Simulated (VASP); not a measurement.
The system is Fe2PbO.

```xyz
4
Lattice="3.8029 0.0000 0.0000 0.0000 3.8029 0.0000 0.0000 0.0000 5.3204" Properties=species:S:1:pos:R:3 pbc="T T T"
Fe    0.0000    1.9014    1.1833
Fe    1.9014    0.0000    4.1371
Pb    1.9014    1.9014    2.6602
O     0.0000    0.0000    0.0000
```

The cell was generated, and may not be a known phase.

- Program: VASP 6.6.1
- Task: relaxation of cell and atoms
- Functional: PBE
- Potentials or basis: VASP PAW PBE potentials, release 64 (Fe, Pb_d, O)
- Cutoff: 600 eV
- k mesh: 5 × 5 × 4
- Occupations: gaussian, width 0.2 eV
- Spin: collinear spin, ferromagnetic start
- Starting moments: [4.0, 4.0, 0.0, 0.0] μB

At the start: pressure 3.9 GPa; volume 19.24 Å³/atom.

**Question.** Where does the relaxation end?

**Answer.** Over 24 steps the energy falls by 940.2 meV/atom and the volume is 16.05 Å³/atom (-16.6 %); space group P-4m2 (No. 115, to 0.1 Å) before, P4/mmm (No. 123, to 0.1 Å); moment 4.83 μB per cell.

Step by step:
| step | energy change (eV) | largest force (eV/Å) | pressure (GPa) | volume (Å³) |
| --- | --- | --- | --- | --- |
| 1 | 0.0000 | 4.6971 | 3.86 | 76.94 |
| 2 | -1.6460 | 2.4012 | -6.64 | 82.18 |
| 3 | -2.1296 | 1.3751 | -10.19 | 86.16 |
| 4 | -2.2446 | 0.5222 | -11.74 | 94.39 |
| 5 | -3.1258 | 0.3805 | 0.20 | 76.49 |
| 6 | -3.1514 | 0.1738 | -2.38 | 78.62 |
| 7 | -3.2820 | 0.1322 | -2.48 | 75.89 |
| 8 | -3.5417 | 0.2181 | 0.05 | 67.53 |
| 9 | -3.5425 | 0.3115 | 0.73 | 66.56 |
| 10 | -3.5433 | 0.2676 | 0.48 | 67.00 |
| 11 | -3.5582 | 0.3014 | -0.58 | 67.53 |
| 12 | -3.5655 | 0.3785 | -3.65 | 69.05 |
| 13 | -3.5689 | 0.3530 | -2.55 | 68.46 |
| 14 | -3.5728 | 0.3497 | -2.50 | 68.40 |
| 15 | -3.5842 | 0.3448 | -2.52 | 68.19 |
| 16 | -3.6067 | 0.3601 | -2.52 | 67.78 |
| 17 | -3.6564 | 0.4497 | -2.65 | 66.90 |
| 18 | -3.6951 | 0.1903 | -2.90 | 64.96 |
| 19 | -3.6992 | 0.3544 | -2.84 | 65.67 |
| 20 | -3.7363 | 0.2512 | -0.32 | 63.89 |
| 21 | -3.7405 | 0.1903 | 1.32 | 62.96 |
| 22 | -3.7406 | 0.1975 | 1.19 | 63.06 |
| 23 | -3.7493 | 0.1395 | 0.94 | 63.35 |
| 24 | -3.7606 | 0.0174 | 0.27 | 64.18 |

Final structure:
```
Fe Pb O
1.0
     3.76932    0.00000    0.00000
     0.00000    3.76932    0.00000
     0.00000    0.00000    4.51751
Fe Pb O
2 1 1
Direct
  0.00000 0.50000 0.99903
  0.50000 0.00000 0.00097
  0.50000 0.50000 0.50000
  0.00000 0.00000 0.00000
```

Caveat: the volume moved by over 15 % at a fixed basis, so the end points are rough; the run started ferromagnetic, and an antiferromagnetic order may lie lower in energy.
